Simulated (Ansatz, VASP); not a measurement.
# SnO2: VASP beside Ansatz

File INCAR:

```
PREC = Accurate
ENCUT = 600
EDIFF = 1E-6
ISMEAR = 0
SIGMA = 0.5
LREAL = False
LASPH = True
NELM = 120
ALGO = Normal
ISIF = 2
LWAVE = False
LCHARG = False
GGA = PE
NBANDS = 35
GGA_COMPAT = False
```

KPOINTS

```
regular mesh
0
Gamma
  6 6 6
```

POSCAR

```
SnO2
1.0
   -1.9996340854      1.9996340854      5.1012674953
    1.9996340854     -1.9996340854      5.1012674953
    1.9996340854      1.9996340854     -5.1012674953
Sn O
2 4
Direct
    0.7500000000      0.2500000000      0.5000000000
    0.0000000000      0.0000000000      0.0000000000
    0.5463402343      0.0463402343      0.5000000000
    0.7963402343      0.7963402343      0.0000000000
    0.2036597657      0.2036597657      0.0000000000
    0.9536597657      0.4536597657      0.5000000000
```

Input for Ansatz:

```yaml
crystal:
  lattice:
    - [-1.9996340854, 1.9996340854, 5.1012674953]
    - [1.9996340854, -1.9996340854, 5.1012674953]
    - [1.9996340854, 1.9996340854, -5.1012674953]
  atoms:
    - { symbol: Sn, position: [0.75, 0.25, 0.5] }
    - { symbol: Sn, position: [0.0, 0.0, 0.0] }
    - { symbol: O, position: [0.5463402343, 0.0463402343, 0.5] }
    - { symbol: O, position: [0.7963402343, 0.7963402343, 0.0] }
    - { symbol: O, position: [0.2036597657, 0.2036597657, 0.0] }
    - { symbol: O, position: [0.9536597657, 0.4536597657, 0.5] }
kpoints:
  mp_grid: { grid: [6, 6, 6] }
hamiltonian:
  xc: pbe
scf:
  occupations: { method: gaussian, width: 0.5 }
  n_extra_bands: 5
output:
  forces: true
  stress: true
  eigenvalues: true
```

Alike in both runs: task single point; functional PBE; k mesh 6 × 6 × 6; occupations gaussian, width 0.5 eV; no spin polarisation.

|  | VASP | Ansatz |
| --- | --- | --- |
| version | VASP 6.6.1 | Ansatz 0.2.0 |
| potentials or method | VASP PAW PBE potentials, release 64 (Sn_d, O) | plane waves |
| plane-wave cutoff (eV) | 600 | 420 |
| valence electrons in the cell | 52 | 52 |

|  | VASP | Ansatz | Ansatz less VASP |
| --- | --- | --- | --- |
| pressure (GPa) | 7.2 | 6.8 | -0.44 |
| traceless stress, the component that is largest in VASP (GPa) | 0.38 | 0.22 | -0.153 |
| rms of the force components (eV/Å) | 0.056 | 0.044 | -0.0122 |

Atom by atom the forces differ by 0.012 eV/Å (rms over components). With one functional, cell and mesh, what is left measures potentials, basis and numerics.
